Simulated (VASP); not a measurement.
## Sn: single point with PBE

Sn:

```
CELL_PARAMETERS angstrom
0.00000 3.80070 2.97607
2.85167 0.00000 2.97607
2.85167 3.80070 0.00000
ATOMIC_POSITIONS crystal
Sn 0.19189 0.80811 0.19189
Sn 0.80811 0.19189 0.80811
```

* Program: VASP 6.6.1
* Task: single point
* Functional: PBE
* Potentials or basis: VASP PAW PBE potentials, release 64 (Sn_d)
* Cutoff: 520 eV
* k mesh: 6 × 6 × 6
* Occupations: gaussian, width 0.1 eV
* Spin: no spin polarisation

```json
{
  "Pressure": "-0.1 GPa",
  "Largest force": "0.004 eV/Å",
  "Band gap on the k mesh": "zero (band 14 reaches 7.27 eV, above the bottom of band 15 at 4.91 eV)"
}
```

Forces in eV/Å, atoms in the order of the input:
```
Sn   0.000 -0.004  0.000
Sn   0.000  0.004  0.000
```

Levels at points of the mesh, in eV from the Fermi level:
```
           k point  band 10  band 11  band 12  band 13  band 14  band 15  band 16  band 17  band 18  band 19
(0.00, 0.00, 0.00)   -21.04   -10.26    -1.19    -0.06     0.21     0.43     2.27     4.35     4.58     5.27
(0.50, 0.00, 0.00)   -21.06    -8.00    -6.90    -1.48     0.57     1.51     2.46     3.92     3.96     8.27
(0.50, 0.50, 0.00)   -21.05    -7.25    -4.69    -3.95    -2.67    -0.79     1.95     4.88     7.15     7.49
(0.50, 0.00, 0.50)   -21.05    -8.77    -5.99    -1.23    -0.79    -0.60     3.79     7.41     8.22     8.50
(0.00, 0.50, 0.50)   -21.06    -6.76    -5.36    -3.88    -2.71    -1.00     1.70     5.37     7.43     7.89
```

Run time: 72 s on 1 thread of Intel(R) Xeon(R) Platinum 8259CL CPU @ 2.50GHz (Skylake/Cascade Lake), on a shared host, peak memory 0.21 GiB.

Caveat: spin-orbit coupling is left out, which moves the levels of the heavy elements.
